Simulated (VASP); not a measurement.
Crystal: Al3Pd.

```
Pd Al
1.0
     3.97305    0.00000    0.00000
     0.00000    3.97305    0.00000
     0.00000    0.00000    3.97305
Pd Al
1 3
Direct
  0.00000 0.00000 0.00000
  0.50000 0.50000 0.00000
  0.50000 0.00000 0.50000
  0.00000 0.50000 0.50000
```

Base run:

* Program: VASP 6.6.1
* Functional: LDA
* Potentials or basis: VASP PAW LDA potentials, release 64 (Pd, Al)
* Cutoff: 500 eV
* k mesh: 7 × 7 × 7
* Occupations: fermi-dirac, width 0.05 eV
* Spin: no spin polarisation

Its results: band gap on the k mesh zero (an odd number of electrons rules out a gap without spin polarisation); pressure -6.5 GPa.

Q: The run is repeated on the same cell with these changes: functional from LDA to PBE; potentials or basis from VASP PAW LDA potentials, release 64 (Pd, Al) to VASP PAW PBE potentials, release 64 (Pd, Al). What comes out?

A: Band gap on the k mesh zero (an odd number of electrons rules out a gap without spin polarisation); pressure -0.8 GPa.

Caveats: the cell stands under tension (at least some runs).
